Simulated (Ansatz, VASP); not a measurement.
Two plane-wave programs on PtSe2

The input INCAR:

```
PREC = Accurate ; ENCUT = 520
EDIFF = 1E-6 ; ISMEAR = 0
SIGMA = 0.15 ; LREAL = False
LASPH = True ; NELM = 60
ALGO = Normal ; ISIF = 2
LWAVE = False ; LCHARG = False
GGA = PE ; IVDW = 12
NBANDS = 18
```

File KPOINTS:

```
regular mesh
0
Gamma
  12 12 10
```

Contents of POSCAR:

```
PtSe2
1.0
    3.7240006046      0.0000000000      0.0000000000
   -1.8620003023      3.2250791273      0.0000000000
    0.0000000000      0.0000000000      5.0620000000
Pt Se
1 2
Direct
    0.0000000000      0.0000000000      0.0000000000
    0.3519375280      0.7038750561      0.2500000000
    0.6480624720      0.2961249439      0.7500000000
```

Input for Ansatz:

```yaml
crystal:
  lattice:
    - [3.7240006046, 0.0, 0.0]
    - [-1.8620003023, 3.2250791273, 0.0]
    - [0.0, 0.0, 5.062]
  atoms:
    - { symbol: Pt, position: [0.0, 0.0, 0.0] }
    - { symbol: Se, position: [0.351937528, 0.7038750561, 0.25] }
    - { symbol: Se, position: [0.648062472, 0.2961249439, 0.75] }
basis:
  ecutwfc: 420
kpoints:
  mp_grid: { grid: [12, 12, 10] }
hamiltonian:
  xc: pbe
  dispersion: d3bj
scf:
  occupations: { method: gaussian, width: 0.15 }
output:
  forces: true
  stress: true
  eigenvalues: true
  write_density: true
  write_potential: true
  elf: true
  volumetric_format: npy
```

Change from the starting cell: mode 4 (178.8 1/cm) frozen in, largest displacement +0.120 Å.

Alike in both runs: task single point; functional PBE; dispersion D3(BJ); k mesh 12 × 12 × 10; occupations gaussian, width 0.15 eV; no spin polarisation.

|  | VASP | Ansatz |
| --- | --- | --- |
| version | VASP 6.6.1 | Ansatz 0.2.0 |
| potentials or method | VASP PAW PBE potentials, release 64 (Pt, Se), cutoff 520 eV | scalar-relativistic, plane waves, PAW |
| valence electrons in the cell | 22 | 50 |

```csv
,VASP,Ansatz,Ansatz less VASP
gap on the k mesh at the Fermi level (eV),none,none,-
pressure (GPa),4.6,4.6,-0.01
"traceless stress, the component that is largest in VASP (GPa)",-5.58,-5.56,+0.013
rms of the force components (eV/Å),0.589,0.587,-0.0022
```

Atom by atom the forces differ by 0.003 eV/Å (rms over components). A gap of «none» marks a metal or a gap that the smearing closes. VASP's potentials hold 22 valence electrons a cell and Ansatz's 50, so a difference there can come from the potentials and not from the codes.

Neither program's run includes spin-orbit coupling.
